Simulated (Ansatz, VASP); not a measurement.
MgO in VASP and in Ansatz

```
CELL_PARAMETERS angstrom
0.00000 2.10850 2.10850
2.10850 0.00000 2.10850
2.10850 2.10850 0.00000
ATOMIC_POSITIONS crystal
Mg 0.00000 0.00000 0.00000
O 0.50000 0.50000 0.50000
```

Alike in both runs: task single point; functional PBEsol; k mesh 10 × 10 × 10; occupations gaussian, width 0.05 eV; no spin polarisation.

|  | VASP | Ansatz |
| --- | --- | --- |
| version | VASP 6.6.1 | Ansatz 0.2.0 |
| potentials or method | VASP PAW PBE potentials, release 64 (Mg, O), cutoff 600 eV | scalar-relativistic, plane waves, PAW |
| valence electrons in the cell | 8 | 16 |

Ansatz gave:

- gap on the k mesh at the Fermi level (eV): 4.60
- least direct gap on the mesh (eV): 4.60
- pressure (GPa): -0.3

**Question.** Estimate VASP's values.

**Answer.** gap on the k mesh at the Fermi level (eV): 4.60; least direct gap on the mesh (eV): 4.60; pressure (GPa): -1.0.

VASP's potentials were made for PBE, not for PBEsol. With one functional, cell and mesh, what is left measures potentials, basis and numerics. VASP's potentials hold 8 valence electrons a cell and Ansatz's 16, so a difference there can come from the potentials and not from the codes.
